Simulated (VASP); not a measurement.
# TaN (P6/mmm) in VASP: a series of runs

The runs below take TaN through single point, with RPBE+D4, PBEsol+D3(BJ), PBEsol.

Program: VASP 6.6.1. These are calculated values, not measurements. Logs are shortened: lines on timing, memory, paths and dates and some standing lists are left out, and cuts for length are marked.

## (1) The cell of the first run

Symmetry: P6/mmm, No. 191, hexagonal system. Conventional cell: a = 5.188 Å, b = 5.188 Å, c = 2.905 Å, α = 90.00°, β = 90.00°, γ = 120.00°. Ta (site symmetry 6/mmm) has 6 N at 2.59 Å and 14 Ta at 2.90 to 3.33 Å within 3.4 Å. Within 2.8 Å of Ta (site symmetry -6m2) lie 6 N at 2.09 Å. Within 2.8 Å of N (site symmetry mmm) lie 6 Ta at 2.09 to 2.59 Å and 4 N at 2.59 Å.

## (2) Single point, RPBE+D4, collinear spin, ferrimagnetic start

The input, INCAR:

```
SYSTEM = TaN
PREC = Accurate
ENCUT = 520
EDIFF = 1E-6
ISMEAR = 0
SIGMA = 0.05
LREAL = .False.
LASPH = .True.
NELM = 150
ALGO = Normal
ISIF = 2
LWAVE = .False.
LCHARG = .True.
ISPIN = 2
MAGMOM = 0.05 -0.05 -0.05 0 0 0
LORBIT = 11
LMAXMIX = 4
GGA = RP
IVDW = 13
LELF = .True.
LVHAR = .True.
NBANDS = 37
```

The input, KPOINTS:

```
Automatic mesh
0
Gamma
  6 6 8
  0 0 0
```

The input, POSCAR:

```
TaN
1.0
    5.1879505220      0.0000000000      0.0000000000
   -2.5939752610      4.4928969456      0.0000000000
    0.0000000000      0.0000000000      2.9046939759
Ta N
3 3
Direct
    0.0000000000      0.0000000000      0.0000000000
    0.3333333333      0.6666666667      0.5000000000
    0.6666666667      0.3333333333      0.5000000000
    0.5000000000      0.0000000000      0.0000000000
    0.5000000000      0.5000000000      0.0000000000
    0.0000000000      0.5000000000      0.0000000000
```

Potentials or basis: VASP PAW PBE potentials, release 64 (Ta_pv, N).

Started as:

```
$ cat potpaw_PBE.64/Ta_pv/POTCAR potpaw_PBE.64/N/POTCAR > POTCAR
$ mpirun -np 1 vasp_std > vasp.out
```

OUTCAR:

```text
SYSTEM = TaN
   PREC = Accurate
   ENCUT = 520
   EDIFF = 1E-6
   ISMEAR = 0
   LREAL = .False.
   LASPH = .True.
   NELM = 150
   ISIF = 2
   ISPIN = 2
   LORBIT = 11
   GGA = RP
   IVDW = 13

 ion  position               nearest neighbor table
   1  0.000  0.000  0.000-   5 2.59   6 2.59   6 2.59   5 2.59   4 2.59   4 2.59   3 3.33   3 3.33
                             2 3.33   2 3.33   2 3.33   3 3.33   2 3.33   3 3.33   2 3.33   3 3.33
   2  0.333  0.667  0.500-   4 2.09   4 2.09   6 2.09   6 2.09   5 2.09   5 2.09   3 3.00   3 3.00
                             3 3.00   1 3.33   1 3.33   1 3.33   1 3.33   1 3.33   1 3.33
   3  0.667  0.333  0.500-   4 2.09   4 2.09   6 2.09   6 2.09   5 2.09   5 2.09   2 3.00   2 3.00
                             2 3.00   1 3.33   1 3.33   1 3.33   1 3.33   1 3.33   1 3.33
   4  0.500  0.000  0.000-   2 2.09   3 2.09   2 2.09   3 2.09   1 2.59   1 2.59
   5  0.500  0.500  0.000-   2 2.09   3 2.09   2 2.09   3 2.09   1 2.59   1 2.59
   6  0.000  0.500  0.000-   2 2.09   3 2.09   2 2.09   3 2.09   1 2.59   1 2.59

  LATTYP: Found a hexagonal cell.
 ALAT       =     5.1879505220
 C/A-ratio  =     0.5598923821

  Lattice vectors:

 A1 = (   5.1879505220,   0.0000000000,   0.0000000000)
 A2 = (  -2.5939752610,   4.4928969456,   0.0000000000)
 A3 = (   0.0000000000,   0.0000000000,   2.9046939759)

Analysis of symmetry for initial positions (statically):
=====================================================================
 Subroutine PRICEL returns:
 Original cell was already a primitive cell.

 Routine SETGRP: Setting up the symmetry group for a
 hexagonal supercell.

 Subroutine GETGRP returns: Found 24 space group operations
 (whereof 24 operations were pure point group operations)
 out of a pool of 24 trial point group operations.

The static configuration has the point symmetry D_6h.

Analysis of symmetry for dynamics (positions and initial velocities):
=====================================================================
 Subroutine PRICEL returns:
 Original cell was already a primitive cell.

 Routine SETGRP: Setting up the symmetry group for a
 hexagonal supercell.

 Subroutine GETGRP returns: Found 24 space group operations
 (whereof 24 operations were pure point group operations)
 out of a pool of 24 trial point group operations.

The dynamic configuration has the point symmetry D_6h.

Analysis of structural, dynamic, and magnetic symmetry:
=====================================================================
 Subroutine PRICEL returns:
 Original cell was already a primitive cell.

 Routine SETGRP: Setting up the symmetry group for a
 hexagonal supercell.

 Subroutine GETGRP returns: Found 24 space group operations
 (whereof 24 operations were pure point group operations)
 out of a pool of 24 trial point group operations.

The overall configuration has the point symmetry D_6h.

 Subroutine INISYM returns: Found 24 space group operations
 (whereof 24 operations are pure point group operations),
 and found     1 'primitive' translations

----------------------------------------------------------------------------------------

                                     Primitive cell

  volume of cell :      67.7053

  direct lattice vectors                    reciprocal lattice vectors
     5.187950522  0.000000000  0.000000000     0.192754344  0.111286772  0.000000000
    -2.593975261  4.492896946  0.000000000     0.000000000  0.222573545  0.000000000
     0.000000000  0.000000000  2.904693976     0.000000000  0.000000000  0.344270346

  length of vectors
     5.187950522  5.187950522  2.904693976     0.222573545  0.222573545  0.344270346

  position of ions in fractional coordinates (direct lattice)
     0.000000000  0.000000000  0.000000000
     0.333333333  0.666666667  0.500000000
     0.666666667  0.333333333  0.500000000
     0.500000000  0.000000000  0.000000000
     0.500000000  0.500000000  0.000000000
     0.000000000  0.500000000  0.000000000

  ion indices of the primitive-cell ions
   primitive index   ion index
                 1           1
                 2           2
                 3           3
                 4           4
                 5           5
                 6           6
[... 54 lines left out ...]
   k-points           NKPTS =     35   k-points in BZ     NKDIM =     35   number of bands    NBANDS=     37
   number of dos      NEDOS =    301   number of ions     NIONS =      6
   total plane-waves  NPLWV =  38400
   dimension x,y,z NGX =    40 NGY =   40 NGZ =   24
   dimension x,y,z NGXF=    80 NGYF=   80 NGZF=   48
   ions per type =               3   3
   NGX,Y,Z   is equivalent  to a cutoff of  12.82, 12.82, 13.74 a.u.
   NGXF,Y,Z  is equivalent  to a cutoff of  25.64, 25.64, 27.47 a.u.
 SYSTEM =  TaN
   PREC   = accura    normal or accurate (medium, high low for compatibility)
   ISTART =      0    job   : 0-new  1-cont  2-samecut
[... 21 lines left out ...]
   EFERMI =   0.00;   METHOD = LEGACY
   ISMEAR =     0;   SIGMA  =   0.05  broadening in eV -4-tet -1-fermi 0-gaus
   EFERMI_NEDOS =   21; number of points for ismear=-14 and -15
   IALGO  =     38    algorithm
   IMIX   =      4    mixing-type and parameters
     AMIX     =   0.40;   BMIX     =  1.00
     AMIX_MAG =   1.60;   BMIX_MAG =  1.00
  volume/ion in A,a.u.               =      11.28        76.15
  Fermi-wavevector in a.u.,A,eV,Ry     =   1.459759  2.758544 28.992586  2.130895
  Thomas-Fermi vector in A             =   2.576288
   LORBIT       =     11    0 simple, 1 ext, 2 COOP (PROOUT), +10 PAW based schemes
   GGA     = RP    functional components
   LHFCALC =     F    Hartree Fock is set to
   AEXX    =    0.0000 exact exchange contribution
   IVDW    =    13    specifies the selected vdW correction
   LEPSILON=     F    determine dielectric tensor
   LRPA    =     F    only Hartree local field effects (RPA)
 spin polarized calculation
 Gauss-broadening in eV      SIGMA  =   0.05
  energy-cutoff  :      520.00
  volume of cell :       67.71
 maximum number of plane-waves:      1858
 NGX is ok and might be reduce to    40
   NGX = 19   NGY = 19   NGZ = 11

 number of electron      47.9999998 magnetization       0.0000170

 number of electron      47.9999998 magnetization      -0.0000321

 Free energy of the ion-electron system (eV)
  ---------------------------------------------------
  ext. energy  EPLUGINS =         0.00000000
  ---------------------------------------------------
  free energy    TOTEN  =       -61.62332275 eV

  energy without entropy =      -61.62111585  energy(sigma->0) =      -61.62221930

 E-fermi :   8.3577     XC(G=0): -12.9881

 val. band max:        8.3361047666   @ k =   0.0000   0.0000   0.3750
 cond. band min:       8.3806054401   @ k =   0.1667  -0.0000   0.2500
 fundamental gap:      0.0445006736
 Fermi energy:         8.3576830671

 spin component 1

 k-point     1 :       0.0000    0.0000    0.0000
  band No.  band energies     occupation
      1     -27.9238      1.00000
      2     -27.9238      1.00000
      3     -27.5352      1.00000
      4     -27.5352      1.00000
      5     -27.3003      1.00000
      6     -27.2056      1.00000
[... 925 lines left out ...]
     35      14.1982      0.00000
     36      15.0585      0.00000

 [... further k-points ...]

 spin component 2

 k-point     1 :       0.0000    0.0000    0.0000
  band No.  band energies     occupation
      1     -27.9239      1.00000
      2     -27.9239      1.00000
      3     -27.5352      1.00000
      4     -27.5352      1.00000
      5     -27.3004      1.00000
      6     -27.2056      1.00000
[... 925 lines left out ...]
     35      14.1981      0.00000
     36      15.0585      0.00000

 [... further k-points ...]

 [bands above 36 left out]

------------------------ aborting loop because EDIFF is reached ----------------------------------------

  DFT-D4 for vdW energy calculation

  Edisp (eV):   -3.58551

  FORCE on cell =-STRESS in cart. coord.  units (eV):
  Direction    XX          YY          ZZ          XY          YZ          ZX
  --------------------------------------------------------------------------------------
  -------------------------------------------------------------------------------------
  Total       2.60467     2.60467     2.68891     0.00000     0.00000    -0.00000
  in kB      61.63692    61.63692    63.63022     0.00000     0.00000    -0.00000
  external pressure =       62.30 kB  Pullay stress =        0.00 kB

 VOLUME and BASIS-vectors are now :
 -----------------------------------------------------------------------------
  energy-cutoff  :      520.00
  volume of cell :       67.71
      direct lattice vectors                 reciprocal lattice vectors
     5.187950522  0.000000000  0.000000000     0.192754344  0.111286772  0.000000000
    -2.593975261  4.492896946  0.000000000     0.000000000  0.222573545  0.000000000
     0.000000000  0.000000000  2.904693976     0.000000000  0.000000000  0.344270346

 POSITION                                       TOTAL-FORCE (eV/Angst)
 -----------------------------------------------------------------------------------
      0.00000      0.00000      0.00000        -0.000000      0.000000      0.000000
     -0.00000      2.99526      1.45235         0.000000     -0.000000      0.000000
      2.59398      1.49763      1.45235        -0.000000      0.000000      0.000000
      2.59398      0.00000      0.00000        -0.000000      0.000000      0.000000
      1.29699      2.24645      0.00000        -0.000000      0.000000      0.000000
     -1.29699      2.24645      0.00000        -0.000000      0.000000      0.000000
 -----------------------------------------------------------------------------------
    total drift:                               -0.000000      0.000000     -0.000000

  FREE ENERGIE OF THE ION-ELECTRON SYSTEM (eV)
  ---------------------------------------------------
  free  energy   TOTEN  =       -65.2088296230 eV

  energy  without entropy=      -65.2066227164  energy(sigma->0) =      -65.20772617

 total charge

# of ion       s       p       d       tot
------------------------------------------
    1        0.272   6.117   2.244   8.633
    2        0.326   6.313   2.416   9.055
    3        0.326   6.313   2.416   9.055
    4        1.258   2.565   0.000   3.823
    5        1.258   2.565   0.000   3.823
    6        1.258   2.565   0.000   3.823
--------------------------------------------------
tot          4.698  26.437   7.076  38.211

 magnetization (x)

# of ion       s       p       d       tot
------------------------------------------
    1        0.000   0.000   0.000   0.000
    2       -0.000  -0.000  -0.000  -0.000
    3       -0.000  -0.000  -0.000  -0.000
    4        0.000  -0.000   0.000   0.000
    5        0.000  -0.000   0.000   0.000
    6        0.000  -0.000   0.000   0.000
--------------------------------------------------
tot          0.000  -0.000   0.000   0.000
```

Wall time 68 s (1 thread of Intel Xeon 6975P-C (Granite Rapids), shared host); peak memory 0.3 GiB.

What came out:

| Item | Value |
| --- | --- |
| Free energy | -65.2088 eV |
| Pressure | 6.2 GPa |
| Band gap on the k mesh | zero (filled and empty bands overlap) |
| Net moment | 0.00 μB per cell |
| Valence electrons inside the program's atomic spheres | Ta 8.63, 9.05; N 3.82 |
| Dispersion energy per atom | -0.598 eV |

Levels at points of the mesh, in eV from the Fermi level:
Spin up:
| k point | band 21 | band 22 | band 23 | band 24 | band 25 | band 26 | band 27 | band 28 |
| --- | --- | --- | --- | --- | --- | --- | --- | --- |
| (0.00, 0.00, 0.00) | -3.07 | -2.56 | -2.10 | -1.26 | -1.26 | 0.82 | 0.82 | 1.25 |
| (0.50, 0.00, 0.00) | -3.47 | -2.97 | -1.73 | -0.71 | 1.33 | 1.83 | 1.86 | 2.26 |
| (0.00, 0.00, 0.50) | -3.16 | -3.16 | -1.98 | 0.88 | 0.88 | 1.44 | 1.81 | 2.51 |
| (0.50, 0.00, 0.50) | -3.44 | -3.16 | -2.19 | -1.26 | 1.04 | 1.37 | 3.08 | 3.42 |
Spin down:
| k point | band 21 | band 22 | band 23 | band 24 | band 25 | band 26 | band 27 | band 28 |
| --- | --- | --- | --- | --- | --- | --- | --- | --- |
| (0.00, 0.00, 0.00) | -3.07 | -2.56 | -2.10 | -1.26 | -1.26 | 0.82 | 0.82 | 1.25 |
| (0.50, 0.00, 0.00) | -3.47 | -2.97 | -1.73 | -0.71 | 1.33 | 1.83 | 1.86 | 2.26 |
| (0.00, 0.00, 0.50) | -3.16 | -3.16 | -1.98 | 0.88 | 0.88 | 1.44 | 1.81 | 2.51 |
| (0.50, 0.00, 0.50) | -3.44 | -3.16 | -2.19 | -1.26 | 1.04 | 1.37 | 3.08 | 3.42 |

Caveat: the PAW data sets were made with another functional, which shifts forces and pressure a little; spin-orbit coupling is left out, which moves the levels of the heavy elements; pairwise dispersion overbinds metals, which lowers pressure and volume.

## (3) Single point, PBEsol+D3(BJ), collinear spin, ferrimagnetic start

The input, INCAR:

```
PREC = Accurate ; ENCUT = 520
EDIFF = 1E-7 ; ISMEAR = 0
SIGMA = 0.05 ; LREAL = F
LASPH = T ; NELM = 150
ALGO = Normal ; ISIF = 2
LWAVE = F ; LCHARG = F
ISPIN = 2 ; MAGMOM = 0.05 -0.05 -0.05 0 0 0
LORBIT = 11 ; LMAXMIX = 4
GGA = PS ; IVDW = 12
NBANDS = 37
```

The input, KPOINTS:

```
regular mesh
0
Gamma
  6 6 8
```

POSCAR, as its differences from that of step 2:

```diff
@@ -2,5 +2,5 @@
 1.0
-    5.1879505220      0.0000000000      0.0000000000
-   -2.5939752610      4.4928969456      0.0000000000
-    0.0000000000      0.0000000000      2.9046939759
+    5.1869719773      0.0000000000      0.0000000000
+   -2.5934859887      4.4920495010      0.0000000000
+    0.0000000000      0.0000000000      2.9057900455
 Ta N
```

Potentials or basis: VASP PAW PBE potentials, release 64 (Ta_pv, N).

Started as:

```
$ cat potpaw_PBE.64/Ta_pv/POTCAR potpaw_PBE.64/N/POTCAR > POTCAR
$ mpirun -np 1 vasp_std > vasp.out
```

It took 69 s on 1 thread of Intel Xeon 6975P-C (Granite Rapids), shared host; peak memory 0.3 GiB.

The run converged. Its results:

```
Free energy                                           : -71.3343 eV
Pressure                                              : -3.7 GPa
Band gap on the k mesh                                : zero (filled and empty bands overlap)
Net moment                                            : 0.00 μB per cell
Valence electrons inside the program's atomic spheres : Ta 8.64, 9.07; N 3.79
Dispersion energy per atom                            : -0.438 eV
```

Stress tensor (GPa, compression positive):
```
-3.76  0.00  0.00
 0.00 -3.76  0.00
 0.00  0.00 -3.54
```

Levels at points of the mesh, in eV from the Fermi level:
Spin up:
| k point | band 20 | band 21 | band 22 | band 23 | band 24 | band 25 | band 26 | band 27 | band 28 | band 29 |
| --- | --- | --- | --- | --- | --- | --- | --- | --- | --- | --- |
| (0.00, 0.00, 0.00) | -3.02 | -3.02 | -2.52 | -2.10 | -1.30 | -1.30 | 0.79 | 0.79 | 1.20 | 2.17 |
| (0.50, 0.00, 0.00) | -4.64 | -3.44 | -2.92 | -1.73 | -0.72 | 1.31 | 1.80 | 1.84 | 2.28 | 2.42 |
| (0.00, 0.00, 0.50) | -3.77 | -3.12 | -3.12 | -1.93 | 0.86 | 0.86 | 1.48 | 1.73 | 2.53 | 2.53 |
| (0.50, 0.00, 0.50) | -4.51 | -3.41 | -3.14 | -2.18 | -1.23 | 1.03 | 1.35 | 3.08 | 3.44 | 3.52 |
Spin down:
```tsv
k point	band 20	band 21	band 22	band 23	band 24	band 25	band 26	band 27	band 28	band 29
(0.00, 0.00, 0.00)	-3.02	-3.02	-2.52	-2.10	-1.30	-1.30	0.79	0.79	1.20	2.17
(0.50, 0.00, 0.00)	-4.64	-3.44	-2.92	-1.73	-0.72	1.31	1.80	1.84	2.28	2.42
(0.00, 0.00, 0.50)	-3.77	-3.12	-3.12	-1.93	0.86	0.86	1.48	1.73	2.53	2.53
(0.50, 0.00, 0.50)	-4.51	-3.41	-3.14	-2.18	-1.23	1.03	1.35	3.08	3.44	3.52
```

Caveat: the PAW data sets were made with another functional, which shifts forces and pressure a little; spin-orbit coupling is left out, which moves the levels of the heavy elements; pairwise dispersion overbinds metals, which lowers pressure and volume.

## (4) Single point, PBEsol, collinear spin, ferrimagnetic start

The input, INCAR:

```
  ALGO = Normal
  EDIFF = 1E-6
  ENCUT = 520
  GGA = PS
  ISIF = 2
  ISMEAR = 0
  ISPIN = 2
  LASPH = T
  LCHARG = F
  LMAXMIX = 4
  LORBIT = 11
  LREAL = F
  LWAVE = F
  MAGMOM = 0.05 -0.05 -0.05 0 0 0
  NBANDS = 37
  NELM = 150
  PREC = Accurate
  SIGMA = 0.05
```

The input, KPOINTS:

```
k-points
0
Gamma
  6 6 8
```

POSCAR, as its differences from that of step 3:

```diff
@@ -2,5 +2,5 @@
 1.0
-    5.1869719773      0.0000000000      0.0000000000
-   -2.5934859887      4.4920495010      0.0000000000
-    0.0000000000      0.0000000000      2.9057900455
+    5.1871069515      0.0000000000      0.0000000000
+   -2.5935534758      4.4921663921      0.0000000000
+    0.0000000000      0.0000000000      2.9056388237
 Ta N
```

Started as:

```
$ cat potpaw_PBE.64/Ta_pv/POTCAR potpaw_PBE.64/N/POTCAR > POTCAR
$ mpirun -np 1 vasp_std > vasp.out
```

It took 68 s on 1 thread of Intel Xeon 6975P-C (Granite Rapids), shared host; peak memory 0.3 GiB.

Results (log left out):

```yaml
Free_energy: -68.7039 eV
Pressure: 2.6 GPa
Band_gap_on_the_k_mesh: zero (filled and empty bands overlap)
Net_moment: 0.00 μB per cell
Valence_electrons_inside_the_program's_atomic_spheres: Ta 8.64, 9.08; N 3.79
```

Stress tensor (GPa, compression positive):
```
2.53 0.00 0.00
0.00 2.53 0.00
0.00 0.00 2.75
```

Levels at points of the mesh, in eV from the Fermi level:
Spin up:
| k point | band 20 | band 21 | band 22 | band 23 | band 24 | band 25 | band 26 | band 27 | band 28 | band 29 |
| --- | --- | --- | --- | --- | --- | --- | --- | --- | --- | --- |
| (0.00, 0.00, 0.00) | -3.02 | -3.02 | -2.52 | -2.10 | -1.30 | -1.30 | 0.79 | 0.79 | 1.20 | 2.17 |
| (0.50, 0.00, 0.00) | -4.64 | -3.44 | -2.92 | -1.73 | -0.72 | 1.31 | 1.80 | 1.84 | 2.28 | 2.42 |
| (0.00, 0.00, 0.50) | -3.77 | -3.12 | -3.12 | -1.93 | 0.86 | 0.86 | 1.48 | 1.73 | 2.52 | 2.52 |
| (0.50, 0.00, 0.50) | -4.51 | -3.41 | -3.14 | -2.18 | -1.23 | 1.03 | 1.35 | 3.08 | 3.44 | 3.52 |
Spin down:
| k point | band 21 | band 22 | band 23 | band 24 | band 25 | band 26 | band 27 | band 28 |
| --- | --- | --- | --- | --- | --- | --- | --- | --- |
| (0.00, 0.00, 0.00) | -3.02 | -2.52 | -2.10 | -1.30 | -1.30 | 0.79 | 0.79 | 1.20 |
| (0.50, 0.00, 0.00) | -3.44 | -2.92 | -1.73 | -0.72 | 1.31 | 1.80 | 1.84 | 2.28 |
| (0.00, 0.00, 0.50) | -3.12 | -3.12 | -1.93 | 0.86 | 0.86 | 1.48 | 1.73 | 2.52 |
| (0.50, 0.00, 0.50) | -3.41 | -3.14 | -2.18 | -1.23 | 1.03 | 1.35 | 3.08 | 3.44 |

Caveat: the PAW data sets were made with another functional, which shifts forces and pressure a little; spin-orbit coupling is left out, which moves the levels of the heavy elements.

## (5) Summary

```csv
level,cell,gap on the mesh (eV),pressure (GPa),moment (μB)
RPBE+D4,"a = 5.188, b = 5.188, c = 2.905 Å, angles 90.0, 90.0, 120.0°, 6 atoms",none,6.2,0.00
PBEsol+D3(BJ),"a = 5.187, b = 5.187, c = 2.906 Å, angles 90.0, 90.0, 120.0°, 6 atoms",none,-3.7,0.00
PBEsol,"a = 5.187, b = 5.187, c = 2.906 Å, angles 90.0, 90.0, 120.0°, 6 atoms",none,2.6,0.00
```

Alike in all rows: task single point; potentials or basis VASP PAW PBE potentials, release 64 (Ta_pv, N); spin collinear, ferrimagnetic start; k mesh 6 × 6 × 8; cutoff (eV) 520; smearing gaussian 0.05 eV.

Every run on the cell as given and a fine mesh finds a metal. The pressure there spans -3.7 GPa (PBEsol+D3(BJ)) to 6.2 GPa (RPBE+D4); a positive pressure means that this level wants a larger cell, a negative one a smaller.

Caveats: the PAW data sets were made with another functional, which shifts forces and pressure a little; spin-orbit coupling is left out, which moves the levels of the heavy elements; pairwise dispersion overbinds metals, which lowers pressure and volume (some runs).

Absolute energies hang on the potentials; compare differences alone.
